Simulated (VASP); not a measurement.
## Gd: single point with PBEsol

Gd:

```
Gd
1.0
     0.00000    2.60860    2.60860
     2.60860    0.00000    2.60860
     2.60860    2.60860    0.00000
Gd
1
Direct
  0.00000 0.00000 0.00000
```

This isn't the form of Gd at room conditions, which is hcp.

```
Program             : VASP 6.6.1
Task                : single point
Functional          : PBEsol
Potentials or basis : VASP PAW PBE potentials, release 64 (Gd)
Cutoff              : 520 eV
k mesh              : 10 × 10 × 10
Occupations         : fermi-dirac, width 0.1 eV
Spin                : collinear spin, ferromagnetic start
Starting moments    : [7.0] μB
```

- Pressure: -3.6 GPa
- Net moment: 7.49 μB per cell
- Site moments: Gd +6.92 μB
- Valence electrons inside the program's atomic spheres: Gd 15.17

Levels at points of the mesh, in eV from the Fermi level:
Spin up:
```
           k point  band 9  band 10  band 11  band 12  band 13  band 14  band 15  band 16  band 17  band 18
(0.00, 0.00, 0.00)   -4.69    -4.61    -4.61    -4.61     1.29     1.29     1.29     3.37     3.37     8.74
(0.50, 0.00, 0.00)   -4.62    -4.62    -4.60    -2.40     0.63     1.15     1.15     4.91     4.91     7.17
(0.50, 0.50, 0.00)   -4.63    -4.63    -4.62    -2.08    -1.32     2.03     4.94     5.35     5.35     7.57
```
Spin down:
```
           k point  band 2  band 3  band 4  band 5  band 6  band 7  band 8  band 9
(0.00, 0.00, 0.00)  -20.01  -20.01  -20.01   -4.20    0.32    0.48    0.48    0.48
(0.50, 0.00, 0.00)  -20.70  -20.10  -20.10   -1.52    0.34    0.50    0.50    0.51
(0.50, 0.50, 0.00)  -20.65  -20.26  -20.26   -1.37   -0.39    0.51    0.52    0.52
```

Wall time 86 s on 1 thread of Intel(R) Xeon(R) Platinum 8488C (Sapphire Rapids), on a shared host, peak memory 0.21 GiB.

Caveat: the cell stands under tension; the PAW data sets were made with another functional, which shifts forces and pressure a little; spin-orbit coupling is left out, which moves the levels of the heavy elements; semilocal functionals describe open f shells poorly, which spoils levels, moments and volumes. The state reached can hang on the start; a lower one may exist.
